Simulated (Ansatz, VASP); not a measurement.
One calculation of FeBrO, two programs

The input POSCAR:

```
FeBrO
1.0
    3.9216220000      0.0000000000      0.0000000000
    0.0000000000      8.2136190000      0.0000000000
    0.0000000000      0.0000000000      3.4257130000
Fe Br O
2 2 2
Direct
    0.2500000000      0.1156800000      0.7500000000
    0.7500000000      0.8843200000      0.2500000000
    0.2500000000      0.3300300000      0.2500000000
    0.7500000000      0.6699700000      0.7500000000
    0.2500000000      0.9516800000      0.2500000000
    0.7500000000      0.0483200000      0.7500000000
```

Contents of INCAR.step1:

```
PREC     = Accurate       # precision mode
ENCUT    = 600            # plane-wave cutoff, eV
ISMEAR   = -1             # smearing method
SIGMA    = 0.0142         # smearing width, eV
LREAL    = F              # projectors in reciprocal space
LASPH    = T              # aspherical terms in the spheres
NELM     = 100            # most SCF steps
GGA      = PE             # functional
ALGO     = Normal         # electronic algorithm
EDIFF    = 1E-4           # SCF threshold, eV
LWAVE    = T              # write WAVECAR
LCHARG   = F              # write CHGCAR
```

The input INCAR.step2:

```
PREC     = Accurate       # precision mode
ENCUT    = 600            # plane-wave cutoff, eV
EDIFF    = 1E-6           # SCF threshold, eV
ISMEAR   = -1             # smearing method
SIGMA    = 0.0142         # smearing width, eV
LREAL    = F              # projectors in reciprocal space
LASPH    = T              # aspherical terms in the spheres
NELM     = 100            # most SCF steps
ALGO     = Normal         # electronic algorithm
ISIF     = 3              # what is computed and relaxed
LWAVE    = F              # write WAVECAR
LCHARG   = F              # write CHGCAR
METAGGA  = R2SCAN         # meta-GGA
LMIXTAU  = T            
IBRION   = 2              # ionic algorithm
NSW      = 60             # ionic steps
EDIFFG   = -0.01          # ionic threshold
ISTART   = 1
```

File KPOINTS:

```
Automatic mesh
0
Gamma
  5 3 5
```

Input for Ansatz:

```yaml
crystal:
  lattice:
    - [3.921622, 0.0, 0.0]
    - [0.0, 8.213619, 0.0]
    - [0.0, 0.0, 3.425713]
  atoms:
    - { symbol: Fe, position: [0.25, 0.11568, 0.75] }
    - { symbol: Fe, position: [0.75, 0.88432, 0.25] }
    - { symbol: Br, position: [0.25, 0.33003, 0.25] }
    - { symbol: Br, position: [0.75, 0.66997, 0.75] }
    - { symbol: O, position: [0.25, 0.95168, 0.25] }
    - { symbol: O, position: [0.75, 0.04832, 0.75] }
  symmetry: { tolerance: 0.0003 }
kpoints:
  mp_grid: { grid: [5, 3, 5], shift: [0, 0, 0] }
magnetization:
  spin_polarized: false
scf:
  occupations: { method: fermi_dirac, width: 0.0142 }
hamiltonian:
  pseudopotentials: { kind: paw }
  xc: r2scan
basis:
  ecutwfc: 500
output:
  forces: true
  stress: true
  eigenvalues: true
relax:
  max_steps: 40
  cell: {}
```

Alike in both runs: task relaxation of cell and atoms; functional r2SCAN; k mesh 5 × 3 × 5; occupations fermi-dirac, width 0.0142 eV; no spin polarisation.

|  | VASP | Ansatz |
| --- | --- | --- |
| version | VASP 6.6.1 | Ansatz 0.2.0 |
| potentials or method | VASP PAW PBE potentials, release 64 (Fe, Br, O), cutoff 600 eV | PAW plane waves |
| valence electrons in the cell | 42 | 58 |

|  | VASP | Ansatz | Ansatz less VASP |
| --- | --- | --- | --- |
| gap on the k mesh at the Fermi level, each at its own relaxed structure (eV) | none | none | - |
| relaxed volume (Å³/atom) | 16.18 | 16.35 | +0.167 |
| relaxed length of the cell vector where the two differ most in proportion (Å) | 8.211 | 8.326 | +0.1146 |

VASP's potentials were made for PBE, not for r2SCAN. A gap of «none» marks a metal or a gap that the smearing closes. VASP's potentials hold 42 valence electrons a cell and Ansatz's 58, so a difference there can come from the potentials and not from the codes.

The k mesh is coarse, so the values compare programs but aren't converged.
